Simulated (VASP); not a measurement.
The system is SiO2 (kk07).

```
CELL_PARAMETERS angstrom
4.18650 0.00000 0.00000
0.00000 4.18650 0.00000
0.00000 0.00000 2.66840
ATOMIC_POSITIONS crystal
Si 0.00000 0.00000 0.00000
Si 0.50000 0.50000 0.50000
O 0.30590 0.30590 0.00000
O 0.19410 0.80590 0.50000
O 0.69410 0.69410 0.00000
O 0.80590 0.19410 0.50000
```

```yaml
Program: VASP 6.6.1
Task: relaxation of cell and atoms
Functional: LDA
Potentials_or_basis: VASP PAW LDA potentials, release 64 (Si, O)
Cutoff: 600 eV
k_mesh: 8 × 8 × 12
Occupations: gaussian, width 0.02 eV
Spin: no spin polarisation
```

At the start: pressure -4.8 GPa; volume 7.79 Å³/atom.

How do energy, volume and symmetry change on relaxing?

Over 7 steps the energy falls by 2.1 meV/atom and the volume is 7.67 Å³/atom (-1.6 %); space group P4_2/mnm (No. 136, to 0.05 Å).

Step by step:
| step | energy change (eV) | largest force (eV/Å) | pressure (GPa) | volume (Å³) |
| --- | --- | --- | --- | --- |
| 1 | 0.0000 | 0.0469 | -4.78 | 46.77 |
| 2 | 0.0072 | 0.2885 | 6.71 | 45.21 |
| 3 | -0.0109 | 0.0964 | 0.04 | 46.08 |
| 4 | -0.0125 | 0.0051 | 0.04 | 46.00 |
| 5 | -0.0125 | 0.0146 | 0.04 | 46.00 |
| 6 | -0.0125 | 0.0056 | -0.01 | 46.01 |
| 7 | -0.0125 | 0.0003 | 0.00 | 46.00 |

Final structure:
```
Si O
1.0
     4.15402    0.00000    0.00000
     0.00000    4.15402    0.00000
     0.00000    0.00000    2.66598
Si O
2 4
Direct
  0.00000 0.00000 0.00000
  0.50000 0.50000 0.50000
  0.30539 0.30539 0.00000
  0.19461 0.80539 0.50000
  0.69461 0.69461 0.00000
  0.80539 0.19461 0.50000
```
